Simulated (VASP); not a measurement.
Input of a VASP 6.6.1 run:

The input INCAR:

```
PREC = Accurate ; ENCUT = 600
EDIFF = 1E-7 ; ISMEAR = -1
SIGMA = 0.05 ; LREAL = False
LASPH = True ; NELM = 80
ALGO = Normal ; ISIF = 3
LWAVE = False ; LCHARG = False
GGA = PS ; IBRION = 2
NSW = 60 ; EDIFFG = -0.005
```

File KPOINTS:

```
regular mesh
0
Gamma
  13 13 13
```

File POSCAR:

```
HfGe
1.0
    3.1657017922      0.0000000000      0.0000000000
    0.0000000000      3.1657017922      0.0000000000
    0.0000000000      0.0000000000      3.1657017922
Hf Ge
1 1
Direct
    0.0000000000      0.0000000000      0.0000000000
    0.5000000000      0.5000000000      0.5000000000
```

Potentials or basis: VASP PAW PBE potentials, release 64 (Hf_pv, Ge_d).

The run is started by

```bash
$ cat potpaw_PBE.64/Hf_pv/POTCAR potpaw_PBE.64/Ge_d/POTCAR > POTCAR
$ mpirun -np 1 vasp_std > vasp.out
```

Task: What does it give for the relaxed volume?

Result: 18.07 Å³/atom.

Task: Estimate the space group after relaxing (to 0.05 Å).

Result: Pm-3m (No. 221).

Task: What does it give for the band gap on the k mesh?

Result: Zero (band 12 reaches 8.70 eV, above the bottom of band 13 at 6.23 eV).

Task: Estimate the relaxed cell.

Result: a = 3.306 Å, b = 3.306 Å, c = 3.306 Å, α = 90.00°, β = 90.00°, γ = 90.00°.

Final structure:
```yaml
crystal:
  lattice:
    - [3.30593, 0.00000, 0.00000]
    - [0.00000, 3.30593, 0.00000]
    - [0.00000, 0.00000, 3.30593]
  atoms:
    - { symbol: Hf, position: [0.00000, 0.00000, 0.00000] }
    - { symbol: Ge, position: [0.50000, 0.50000, 0.50000] }
```

Caveat: the PAW data sets were made with another functional, which shifts forces and pressure a little; spin-orbit coupling is left out, which moves the levels of the heavy elements.
